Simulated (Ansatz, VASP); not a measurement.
**Two plane-wave programs on Cr**

```xyz
3
Lattice="4.4019 0.0000 0.0000 -2.2010 3.8122 0.0000 0.0000 0.0000 2.3663" Properties=species:S:1:pos:R:3 pbc="T T T"
Cr    4.4019    0.0000    0.0000
Cr    0.0000    2.5415    1.1832
Cr    2.2010    1.2707    1.1832
```

Alike in both runs: task single point; functional BLYP; k mesh 10 × 10 × 15; occupations fermi-dirac, width 0.1 eV; no spin polarisation.

|  | VASP | Ansatz |
| --- | --- | --- |
| version | VASP 6.6.1 | Ansatz 0.2.0 |
| potentials or method | VASP PAW PBE potentials, release 64 (Cr_pv), cutoff 520 eV | plane waves (420 eV) with PAW, scalar-relativistic |
| valence electrons in the cell | 36 | 42 |

```csv
,VASP,Ansatz,Ansatz less VASP
pressure (GPa),-14.0,-13.9,+0.08
"traceless stress, the component that is largest in VASP (GPa)",-0.49,-0.42,+0.063
```

VASP's potentials were made for PBE, not for BLYP. VASP's potentials hold 36 valence electrons a cell and Ansatz's 42, so a difference there can come from the potentials and not from the codes.
